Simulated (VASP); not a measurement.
Input of a VASP 6.6.1 run:

File INCAR:

```
SYSTEM = LuSi2
ALGO = Normal ; EDIFF = 1E-6
ENCUT = 520 ; GGA = CA
ISIF = 2 ; ISMEAR = -1
LASPH = .True. ; LCHARG = .False.
LREAL = .False. ; LWAVE = .False.
NBANDS = 24 ; NELM = 100
PREC = Accurate ; SIGMA = 0.05
```

KPOINTS

```
k-points
0
Gamma
  10 10 8
  0 0 0
```

POSCAR

```
LuSi2
1.0
    4.0217221194      0.0000000000      0.0000000000
   -2.0108610597      3.4829135224      0.0000000000
    0.0000000000      0.0000000000      3.6550290220
Lu Si
1 2
Direct
    0.0000000000      0.0000000000      0.0000000000
    0.3333333333      0.6666666667      0.5000000000
    0.6666666667      0.3333333333      0.5000000000
```

Potentials or basis: VASP PAW PBE potentials, release 64 (Lu, Si).

Command:

```sh
$ cat potpaw_PBE.64/Lu/POTCAR potpaw_PBE.64/Si/POTCAR > POTCAR
$ mpirun -np 1 vasp_std > vasp.out
```

Problem. What does it give for the pressure?

Solution. 1.0 GPa.

Stress tensor (GPa, compression positive):
```
1.02 0.00 0.00
0.00 1.02 0.00
0.00 0.00 0.84
```

Caveat: the PAW data sets were made with another functional, which shifts forces and pressure a little.
